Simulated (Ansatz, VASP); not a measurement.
One calculation of Na2H4C8O9, two programs

```
CELL_PARAMETERS angstrom
3.72454 -0.08666 -0.00658
-0.19202 7.99555 0.04504
-1.35528 0.08338 9.26856
ATOMIC_POSITIONS crystal
Na 0.42254 0.13871 0.37341
Na 0.47925 0.86411 0.85931
H 0.93194 0.96165 0.62989
H 0.89073 0.76713 0.63406
H 0.71566 0.48092 0.99071
H 0.71484 0.50678 0.47460
C 0.32028 0.55628 0.28183
C 0.31164 0.44678 0.77989
C 0.06646 0.55644 0.15112
C 0.07002 0.44381 0.64361
C 0.09306 0.73977 0.13771
C 0.09172 0.26520 0.62997
C 0.34731 0.74365 0.27925
C 0.33140 0.25938 0.77426
O 0.91919 0.86547 0.69647
O 0.46416 0.44048 0.36306
O 0.45839 0.55688 0.86587
O 0.88797 0.43439 0.07827
O 0.90182 0.55927 0.56399
O 0.97171 0.84677 0.04898
O 0.97056 0.15955 0.53391
O 0.50386 0.85554 0.35718
O 0.48469 0.15296 0.85306
```

Alike in both runs: functional PBE; dispersion D3(BJ); k mesh 6 × 4 × 2; occupations gaussian, width 0.02 eV; no spin polarisation.

Ansatz relaxed the structure, and its values are those at the end. VASP's run is a single point on that final structure, the one shown.

|  | VASP | Ansatz |
| --- | --- | --- |
| version | VASP 6.6.1 | Ansatz 0.2.0 |
| potentials or method | VASP PAW PBE potentials, release 64 (Na_pv, H, C, O), cutoff 520 eV | scalar-relativistic, plane waves, PAW |
| valence electrons in the cell | 104 | 108 |

Ansatz gave:

- gap on the k mesh at the Fermi level (eV): 2.64
- least direct gap on the mesh (eV): 2.72
- pressure (GPa): 0.0
- rms of the force components (eV/Å): 0.003

Estimate VASP's values.

gap on the k mesh at the Fermi level (eV): 2.63; least direct gap on the mesh (eV): 2.71; pressure (GPa): 0.6; rms of the force components (eV/Å): 0.155.

One of these differences is far larger than is usual between the two programs; its cause wasn't traced. VASP's potentials hold 104 valence electrons a cell and Ansatz's 108, so a difference there can come from the potentials and not from the codes.

Noted on VASP's run: the standard files for N, O and F lose accuracy on very short bonds.
